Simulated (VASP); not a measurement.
A run of VASP 6.6.1:

INCAR

```
ALGO = Normal
EDIFF = 1E-6
ENCUT = 520
GGA = PE
ISIF = 2
ISMEAR = -1
IVDW = 12
LASPH = T
LCHARG = T
LELF = T
LREAL = F
LVHAR = T
LWAVE = F
NBANDS = 8
NELM = 80
PREC = Accurate
SIGMA = 0.15
```

File KPOINTS:

```
k-points
0
Gamma
  18 18 18
```

File POSCAR:

```
Al
1.0
    0.0000000000      1.9920758076      1.9920758076
    1.9920758076      0.0000000000      1.9920758076
    1.9920758076      1.9920758076      0.0000000000
Al
1
Direct
    0.0000000000      0.0000000000      0.0000000000
```

Potentials or basis: VASP PAW PBE potentials, release 64 (Al).

The run is started by

```console
$ cat potpaw_PBE.64/Al/POTCAR > POTCAR
$ mpirun -np 1 vasp_std > vasp.out
```

Hardware: 1 thread of Intel(R) Xeon(R) 6975P-C (Granite Rapids) (shared host).

Question: How long does it take, and how much memory?

Answer: Run time: 9.6 s on 1 thread of Intel(R) Xeon(R) 6975P-C (Granite Rapids), on a shared host, peak memory 0.15 GiB. Counts: scf iterations 10, k points 195.
